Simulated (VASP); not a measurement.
# Pd in VASP: a series of runs

Runs on Pd. Level: PBE. Tasks: single point.

All numbers are computed with VASP 6.6.1; they aren't measurements. Logs are shortened: lines on timing, memory, paths and dates and some standing lists are left out, and cuts for length are marked.

## Step 1: The cell of the first run

Symmetry: Im-3m, No. 229, cubic system. Conventional cell: a = 3.145 Å, b = 3.145 Å, c = 3.145 Å, α = 90.00°, β = 90.00°, γ = 90.00°. Within 3.6 Å of Pd (site symmetry m-3m) lie 14 Pd at 2.72 to 3.14 Å.

This isn't the form of Pd at room conditions, which is fcc.

## Step 2: Single point, PBE

Input file INCAR:

```
ALGO = Normal
EDIFF = 1E-7
ENCUT = 520
GGA = PE
ISIF = 2
ISMEAR = -1
LASPH = True
LCHARG = False
LREAL = False
LWAVE = False
NBANDS = 11
NELM = 100
PREC = Accurate
SIGMA = 0.05
```

Input file KPOINTS:

```
k-points
0
Gamma
  10 10 10
```

Input file POSCAR:

```
Pd
1.0
   -1.5722810000      1.5722810000      1.5722810000
    1.5722810000     -1.5722810000      1.5722810000
    1.5722810000      1.5722810000     -1.5722810000
Pd
1
Direct
    0.0000000000      0.0000000000      0.0000000000
```

Potentials or basis: VASP PAW PBE potentials, release 64 (Pd).

On the command line:

```console
cat potpaw_PBE.64/Pd/POTCAR > POTCAR
mpirun -np 1 vasp_std > vasp.out
```

OUTCAR:

```text
EDIFF = 1E-7
   ENCUT = 520
   GGA = PE
   ISIF = 2
   ISMEAR = -1
   LASPH = True
   LREAL = False
   NELM = 100
   PREC = Accurate

 ion  position               nearest neighbor table
   1  0.000  0.000  0.000-

  LATTYP: Found a body centered cubic cell.
 ALAT       =     3.1445620000

  Lattice vectors:

 A1 = (  -1.5722810000,   1.5722810000,   1.5722810000)
 A2 = (   1.5722810000,  -1.5722810000,   1.5722810000)
 A3 = (   1.5722810000,   1.5722810000,  -1.5722810000)

Analysis of symmetry for initial positions (statically):
=====================================================================
 Subroutine PRICEL returns:
 Original cell was already a primitive cell.

 Routine SETGRP: Setting up the symmetry group for a
 body centered cubic supercell.

 Subroutine GETGRP returns: Found 48 space group operations
 (whereof 48 operations were pure point group operations)
 out of a pool of 48 trial point group operations.

The static configuration has the point symmetry O_h .

Analysis of symmetry for dynamics (positions and initial velocities):
=====================================================================
 Subroutine PRICEL returns:
 Original cell was already a primitive cell.

 Routine SETGRP: Setting up the symmetry group for a
 body centered cubic supercell.

 Subroutine GETGRP returns: Found 48 space group operations
 (whereof 48 operations were pure point group operations)
 out of a pool of 48 trial point group operations.

The dynamic configuration has the point symmetry O_h .

 Subroutine INISYM returns: Found 48 space group operations
 (whereof 48 operations are pure point group operations),
 and found     1 'primitive' translations

----------------------------------------------------------------------------------------

                                     Primitive cell

  volume of cell :      15.5471

  direct lattice vectors                    reciprocal lattice vectors
    -1.572281000  1.572281000  1.572281000     0.000000000  0.318009313  0.318009313
     1.572281000 -1.572281000  1.572281000     0.318009313  0.000000000  0.318009313
     1.572281000  1.572281000 -1.572281000     0.318009313  0.318009313  0.000000000

  length of vectors
     2.723270576  2.723270576  2.723270576     0.449733083  0.449733083  0.449733083

  position of ions in fractional coordinates (direct lattice)
     0.000000000  0.000000000  0.000000000

  ion indices of the primitive-cell ions
   primitive index   ion index
                 1           1

----------------------------------------------------------------------------------------

 KPOINTS: k-points

Automatic generation of k-mesh.
 Grid dimensions read from file:
 generate k-points for:   10   10   10

 Generating k-lattice:

  Cartesian coordinates                     Fractional coordinates (reciprocal lattice)
     0.000000000  0.031800931  0.031800931     0.100000000  0.000000000  0.000000000
     0.031800931  0.000000000  0.031800931     0.000000000  0.100000000  0.000000000
     0.031800931  0.031800931  0.000000000     0.000000000  0.000000000  0.100000000

  Length of vectors
     0.044973308  0.044973308  0.044973308

  Shift w.r.t. Gamma in fractional coordinates (k-lattice)
     0.000000000  0.000000000  0.000000000

 Subroutine IBZKPT returns following result:
 ===========================================

 Found     47 irreducible k-points:

 Following reciprocal coordinates:
            Coordinates               Weight
  0.000000  0.000000  0.000000      1.000000
  0.100000  0.000000  0.000000     12.000000
  0.200000  0.000000  0.000000     12.000000
  0.300000  0.000000  0.000000     12.000000
  0.400000  0.000000  0.000000     12.000000
  0.500000  0.000000  0.000000      6.000000
[... 16 lines left out ...]
  0.300000  0.300000  0.100000      8.000000
 -0.300000  0.300000  0.100000     24.000000
 [... further k-points ...]
   k-points           NKPTS =     47   k-points in BZ     NKDIM =     47   number of bands    NBANDS=     11
   number of dos      NEDOS =    301   number of ions     NIONS =      1
   total plane-waves  NPLWV =   8000
   dimension x,y,z NGX =    20 NGY =   20 NGZ =   20
   dimension x,y,z NGXF=    40 NGYF=   40 NGZF=   40
   ions per type =               1
   NGX,Y,Z   is equivalent  to a cutoff of  12.21, 12.21, 12.21 a.u.
   NGXF,Y,Z  is equivalent  to a cutoff of  24.42, 24.42, 24.42 a.u.
 SYSTEM =  unknown system
   PREC   = accura    normal or accurate (medium, high low for compatibility)
   ISTART =      0    job   : 0-new  1-cont  2-samecut
   ICHARG =      2    charge: 1-file 2-atom 10-const
   ISPIN  =      1    spin polarized calculation?
   LNONCOLLINEAR =      F non collinear calculations
   LSORBIT =      F    spin-orbit coupling
   LASPH  =      T    aspherical Exc in radial PAW
   ENCUT  =  520.0 eV  38.22 Ry    6.18 a.u.   5.06  5.06  5.06*2*pi/ulx,y,z
   NELM   =    100;   NELMIN=  2; NELMDL= -5     # of ELM steps
   EDIFF  = 0.1E-06   stopping-criterion for ELM
   LREAL  =      F    real-space projection
   EDIFFG = 0.1E-05   stopping-criterion for IOM
   NSW    =      0    number of steps for IOM
   IBRION =     -1    ionic relax: 0-MD 1-quasi-New 2-CG
   NFREE  =      0    steps in history (QN), initial steepest desc. (CG)
   ISIF   =      2    stress and relaxation
   ISYM   =      2    0-nonsym 1-usesym 2-fastsym
   POTIM  = 0.5000    time-step for ionic-motion
   TEBEG  =    0.0;   TEEND  =   0.0 temperature during run
   PSTRESS=    0.0 pullay stress
   NELECT =      10.0000    total number of electrons
   NUPDOWN=      -1.0000    fix difference up-down
   EMIN   =  10.00;   EMAX   =-10.00  energy-range for DOS
   EFERMI =   0.00;   METHOD = LEGACY
   ISMEAR =    -1;   SIGMA  =   0.05  broadening in eV -4-tet -1-fermi 0-gaus
   EFERMI_NEDOS =   21; number of points for ismear=-14 and -15
   IALGO  =     38    algorithm
   IMIX   =      4    mixing-type and parameters
     AMIX     =   0.40;   BMIX     =  1.00
     AMIX_MAG =   1.60;   BMIX_MAG =  1.00
  volume/ion in A,a.u.               =      15.55       104.92
  Fermi-wavevector in a.u.,A,eV,Ry     =   1.413160  2.670485 27.171123  1.997021
  Thomas-Fermi vector in A             =   2.534834
   LORBIT       =      0    0 simple, 1 ext, 2 COOP (PROOUT), +10 PAW based schemes
   GGA     = PE    functional components
[... 5 lines left out ...]
 non-spin polarized calculation
  energy-cutoff  :      520.00
  volume of cell :       15.55
 maximum number of plane-waves:       430
   NGX = 11   NGY = 11   NGZ = 11

 number of electron      10.0000005 magnetization

 Free energy of the ion-electron system (eV)
  ---------------------------------------------------
  ext. energy  EPLUGINS =         0.00000000
  ---------------------------------------------------
  free energy    TOTEN  =        -5.17957525 eV

  energy without entropy =       -5.16772683  energy(sigma->0) =       -5.17365104

 E-fermi :   8.9320     XC(G=0): -12.8524

 val. band max:        8.9168397620   @ k =  -0.4000   0.4000   0.2000
 cond. band min:       8.9915479938   @ k =  -0.4000   0.5000   0.3000
 fundamental gap:      0.0747082317
 Fermi energy:         8.9320087813

 k-point     1 :       0.0000    0.0000    0.0000
  band No.  band energies     occupation
      1       2.1896      2.00000
      2       6.1942      2.00000
      3       6.1942      2.00000
      4       6.1942      2.00000
      5       8.0420      2.00000
      6       8.0420      2.00000
      7      28.1924      0.00000
      8      28.1924      0.00000
      9      28.1924      0.00000
     10      36.1175      0.00000
     11      36.2143      0.00000

 k-point     2 :       0.1000    0.0000    0.0000
  band No.  band energies     occupation
      1       2.5510      2.00000
      2       6.0775      2.00000
      3       6.1988      2.00000
      4       6.4458      2.00000
      5       7.9151      2.00000
      6       8.0513      2.00000
      7      27.8239      0.00000
      8      28.1786      0.00000
      9      28.6077      0.00000
     10      33.9009      0.00000
     11      34.4612      0.00000

 k-point     3 :       0.2000    0.0000    0.0000
  band No.  band energies     occupation
      1       3.4722      2.00000
      2       5.7839      2.00000
      3       6.2545      2.00000
      4       7.1499      2.00000
      5       7.7460      2.00000
      6       8.0862      2.00000
      7      25.7267      0.00000
      8      27.3427      0.00000
      9      29.7047      0.00000
     10      32.5243      0.00000
     11      32.9771      0.00000

 k-point     4 :       0.3000    0.0000    0.0000
  band No.  band energies     occupation
      1       4.1549      2.00000
      2       5.4429      2.00000
      3       7.0222      2.00000
      4       7.7963      2.00000
      5       8.1372      2.00000
      6       8.1512      2.00000
      7      22.0603      0.00000
      8      25.7014      0.00000
      9      29.4390      0.00000
     10      31.0703      0.00000
     11      33.0366      0.00000
[... 239 lines left out ...]
 k-point    22 :      -0.2000    0.2000    0.1000
  band No.  band energies     occupation
      1       3.7919      2.00000
      2       6.0186      2.00000
      3       6.2812      2.00000
      4       7.0842      2.00000
      5       7.2874      2.00000
      6       8.3772      1.99997
      7      25.9563      0.00000
      8      27.2203      0.00000
      9      28.9803      0.00000
     10      30.8303      0.00000
     11      33.2910      0.00000

 k-point    23 :       0.3000    0.3000    0.1000
  band No.  band energies     occupation
      1       4.9547      2.00000
      2       5.9540      2.00000
      3       5.9540      2.00000
      4       8.2489      2.00000
      5       8.2489      2.00000
      6      16.7918      0.00000
      7      16.7918      0.00000
      8      17.1778      0.00000
      9      22.7313      0.00000
     10      35.1783      0.00000
     11      35.1785      0.00000

 k-point    24 :      -0.3000    0.3000    0.1000
  band No.  band energies     occupation
      1       4.4428      2.00000
      2       5.7021      2.00000
      3       6.5613      2.00000
      4       7.4929      2.00000
      5       8.0788      2.00000
      6       8.7392      1.95860
      7      22.3019      0.00000
      8      25.7240      0.00000
      9      27.7083      0.00000
     10      31.8940      0.00000
     11      32.9766      0.00000

 [... further k-points ...]

------------------------ aborting loop because EDIFF is reached ----------------------------------------

  FORCE on cell =-STRESS in cart. coord.  units (eV):
  Direction    XX          YY          ZZ          XY          YZ          ZX
  --------------------------------------------------------------------------------------
  -------------------------------------------------------------------------------------
  Total       -0.1213974     -0.1213974     -0.1213974     -0.0000000     -0.0000000     -0.0000000
  in kB      -12.5103475    -12.5103475    -12.5103475     -0.0000000     -0.0000000     -0.0000000
  external PRESSURE =     -12.5103475 kB  Pullay stress =       0.0000000 kB

 VOLUME and BASIS-vectors are now :
 -----------------------------------------------------------------------------
  energy-cutoff  :      520.00
  volume of cell :       15.55
      direct lattice vectors                 reciprocal lattice vectors
    -1.572281000  1.572281000  1.572281000     0.000000000  0.318009313  0.318009313
     1.572281000 -1.572281000  1.572281000     0.318009313  0.000000000  0.318009313
     1.572281000  1.572281000 -1.572281000     0.318009313  0.318009313  0.000000000

 POSITION                                       TOTAL-FORCE (eV/Angst)
 -----------------------------------------------------------------------------------
      0.00000      0.00000      0.00000        -0.000000      0.000000     -0.000000
 -----------------------------------------------------------------------------------
    total drift:                                0.000000      0.000000      0.000000

  FREE ENERGIE OF THE ION-ELECTRON SYSTEM (eV)
  ---------------------------------------------------
  free  energy   TOTEN  =        -5.1795752521 eV

  energy  without entropy=       -5.1677268324  energy(sigma->0) =       -5.17365104
```

It took 7.9 s on 1 thread of Intel Xeon 8259CL, shared host; peak memory 0.13 GiB.

Results:

```yaml
Free_energy: -5.1796 eV
Pressure: -1.3 GPa
Band_gap_on_the_k_mesh: zero (bands 5 and 6 overlap by 1.43 eV)
```

[end of part 1 of 2]
